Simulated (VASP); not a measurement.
**NiO: single point with LDA+U**

The system is NiO.

```
Ni O
1.0
     0.00000    2.08590    2.08590
     2.08590    0.00000    2.08590
     2.08590    2.08590    0.00000
Ni O
1 1
Direct
  0.00000 0.00000 0.00000
  0.50000 0.50000 0.50000
```

| Item | Value |
| --- | --- |
| Program | VASP 6.6.1 |
| Task | single point |
| Functional | LDA |
| Potentials or basis | VASP PAW LDA potentials, release 64 (Ni, O) |
| Cutoff | 600 eV |
| k mesh | 5 × 5 × 5 |
| Occupations | methfessel-paxton, width 0.1 eV |
| Spin | collinear spin, ferromagnetic start |
| Starting moments | [1.5, 0.0] μB |
| Hubbard terms | Ni d U = 6.9 eV, J = 0.9 eV |

```yaml
Pressure: -15.8 GPa
Band_gap_on_the_k_mesh: 2.28 eV (least direct gap 2.86 eV)
Net_moment: 2.00 μB per cell
Site_moments: Ni +1.80; O +0.19 μB
Valence_electrons_inside_the_program's_atomic_spheres: Ni 9.04; O 4.99
```

Levels at points of the mesh, in eV from the valence-band top:
Spin up:
```tsv
k point	band 7	band 8	band 9	band 10	band 11	band 12
(0.00, 0.00, 0.00)	-1.33	-1.33	-1.33	2.91	18.17	18.17
```
Spin down:
| k point | band 3 | band 4 | band 5 | band 6 | band 7 | band 8 | band 9 | band 10 | band 11 | band 12 |
| --- | --- | --- | --- | --- | --- | --- | --- | --- | --- | --- |
| (0.00, 0.00, 0.00) | -3.93 | -3.93 | -0.96 | -0.96 | -0.96 | 2.28 | 2.29 | 3.26 | 18.10 | 18.10 |

Eigenvalues of the final occupation matrices:
```csv
site,spin,trace,eigenvalues
site 1 d,1,5.03,0.98 0.98 0.98 1.04 1.04
site 1 d,2,3.25,0.15 0.15 0.98 0.98 0.98
```

Run time: 6.7 s on 1 thread of Intel(R) Xeon(R) Platinum 8375C CPU @ 2.90GHz (Ice Lake), on a shared host, peak memory 0.13 GiB.

Caveat: the k points lie up to 0.52 Å⁻¹ apart; an odd mesh through Γ misses points on the zone boundary, where band edges can lie; a cell with one magnetic atom can't hold antiferromagnetic order, which such compounds often take. The state reached can hang on the start; a lower one may exist.
